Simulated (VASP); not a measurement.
A run of VASP 6.6.1:

The input INCAR:

```
ALGO = Normal
EDIFF = 1E-6
ENCUT = 520
GGA = PS
ISIF = 2
ISMEAR = -1
LASPH = T
LCHARG = T
LELF = T
LREAL = Auto
LVHAR = T
LWAVE = F
NBANDS = 86
NELM = 80
PREC = Accurate
SIGMA = 0.05
```

KPOINTS

```
Automatic mesh
0
Gamma
  2 2 2
  0.5 0.5 0.5
```

File POSCAR:

```
Ag4BrCl3
1.0
   11.0362910000      0.0000000000      0.0000000000
    0.0000000000      5.5181450000      0.0000000000
    0.0000000000      0.0000000000      5.5181450000
Cl Br Ag
6 2 8
Direct
    0.2514270000      0.9980500000      0.0001720000
    0.7511420000      0.9975270000      0.0020930000
    0.9949070000      0.5024640000      0.9803120000
    0.9989120000      0.0078570000      0.5030760000
    0.2549360000      0.5004110000      0.5045130000
    0.7533860000      0.5113670000      0.4956080000
    0.5080440000      0.5000220000      0.9842870000
    0.4993890000      0.9966130000      0.5054010000
    0.0000960000      0.0029770000      0.9924560000
    0.5036500000      0.9932330000      0.9880300000
    0.2529770000      0.5000160000      0.9935270000
    0.7411850000      0.5039340000      0.9972720000
    0.2548160000      0.0035530000      0.4917820000
    0.7496220000      0.0044150000      0.4951970000
    0.0012880000      0.4900080000      0.4958850000
    0.5008070000      0.5026520000      0.4923080000
```

Potentials or basis: VASP PAW PBE potentials, release 64 (Cl, Br, Ag).

Run with:

```sh
$ cat potpaw_PBE.64/Cl/POTCAR potpaw_PBE.64/Br/POTCAR potpaw_PBE.64/Ag/POTCAR > POTCAR
$ mpirun -np 1 vasp_std > vasp.out
```

Hardware: 1 thread of Intel(R) Xeon(R) 6975P-C (Granite Rapids), on a shared host.

Task: How long does it take, and how much memory?

Result: Run time: 100 s on 1 thread of Intel(R) Xeon(R) 6975P-C (Granite Rapids), with other jobs on the host, peak memory 0.4 GiB. Counts: scf iterations 15, k points 4.
